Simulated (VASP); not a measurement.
Set up this calculation in VASP 6.6.1, as the native input.

- Task: single point
- Functional: PBE
- Dispersion: D3(BJ)
- Potentials or basis: VASP PAW PBE potentials, release 64 (Al)
- Cutoff: 520 eV
- k mesh: 18 × 18 × 4
- Occupations: gaussian, width 0.15 eV
- Spin: no spin polarisation
- Dipole correction: no
- Further INCAR settings: ALGO = Normal; EDIFF = 1e-06; NBANDS = 14

The structure of Al lies in POSCAR:

```
Al
1.0
    2.8144222649      0.0000000000      0.0000000000
   -1.4072111325      2.4373611784      0.0000000000
    0.0000000000      0.0000000000      8.0434000000
Al
4
Direct
    0.0000000000      0.0000000000      0.0000000000
    0.3333333333      0.6666666667      0.2500000000
    0.0000000000      0.0000000000      0.5000000000
    0.6666666667      0.3333333333      0.7500000000
```

One way to write it, as run:

INCAR

```
ALGO = Normal
EDIFF = 1E-6
ENCUT = 520
GGA = PE
ISIF = 2
ISMEAR = 0
IVDW = 12
LASPH = True
LCHARG = False
LREAL = False
LWAVE = False
NBANDS = 14
NELM = 100
PREC = Accurate
SIGMA = 0.15
```

KPOINTS

```
k-points
0
Gamma
  18 18 4
```

Potentials or basis: VASP PAW PBE potentials, release 64 (Al).

Command:

```console
$ cat potpaw_PBE.64/Al/POTCAR > POTCAR
$ mpirun -np 1 vasp_std > vasp.out
```

It gave:

```json
{
  "Pressure": "19.0 GPa",
  "Band gap on the k mesh": "zero (band 6 reaches 16.66 eV, above the bottom of band 7 at 7.93 eV)",
  "Dispersion energy per atom": "-0.405 eV"
}
```

Caveat: pairwise dispersion overbinds metals, which lowers pressure and volume.

It took 52 s on 1 thread of Intel(R) Xeon(R) Platinum 8259CL CPU @ 2.50GHz (Skylake/Cascade Lake), with other jobs on the host, peak memory 0.21 GiB.
